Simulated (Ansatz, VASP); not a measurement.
Two plane-wave programs on Mo

```
Mo
1.0
    -1.50816    1.50816    1.63384
     1.50816   -1.50816    1.63384
     1.50816    1.50816   -1.63384
Mo
1
Cartesian
  0.0000 0.0000 0.0000
```

Change from the starting cell: strain -0.040 along x and y, +0.040 along z, atoms carried along.

Alike in both runs: task single point; functional PBE; k mesh 22 × 22 × 22; occupations gaussian, width 0.15 eV; no spin polarisation.

|  | VASP | Ansatz |
| --- | --- | --- |
| version | VASP 6.6.1 | Ansatz 0.2.0 |
| potentials or method | VASP PAW PBE potentials, release 64 (Mo_sv), cutoff 520 eV | scalar-relativistic, plane waves, PAW |
| valence electrons in the cell | 14 | 14 |

|  | VASP | Ansatz | Ansatz less VASP |
| --- | --- | --- | --- |
| gap on the k mesh at the Fermi level (eV) | none | none | - |
| pressure (GPa) | 19.3 | 18.6 | -0.66 |
| traceless stress, the component that is largest in VASP (GPa) | -16.43 | -16.45 | -0.016 |

A gap of «none» marks a metal or a gap that the smearing closes. The functional is the same, so the differences come from potentials, cutoffs and numerics.
